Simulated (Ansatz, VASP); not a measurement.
One calculation of W, two programs

```
W
1.0
     0.00000    2.05164    2.05164
     2.05164    0.00000    2.05164
     2.05164    2.05164    0.00000
W
1
Direct
  0.00000 0.00000 0.00000
```

Alike in both runs: task single point; functional PBEsol; k mesh 15 × 15 × 15; occupations fermi-dirac, width 0.1 eV; no spin polarisation.

|  | VASP | Ansatz |
| --- | --- | --- |
| version | VASP 6.6.1 | Ansatz 0.2.0 |
| potentials or method | VASP PAW PBE potentials, release 64 (W_sv), cutoff 520 eV | plane waves (420 eV) with PAW, scalar-relativistic |
| valence electrons in the cell | 14 | 14 |

Ansatz gave:

```
pressure (GPa) : -20.0
```

Which values does VASP return?

Pressure (GPa): -19.6.

VASP's potentials were made for PBE, not for PBEsol, and Ansatz warns of the same on its side.

Spin-orbit coupling is off throughout.
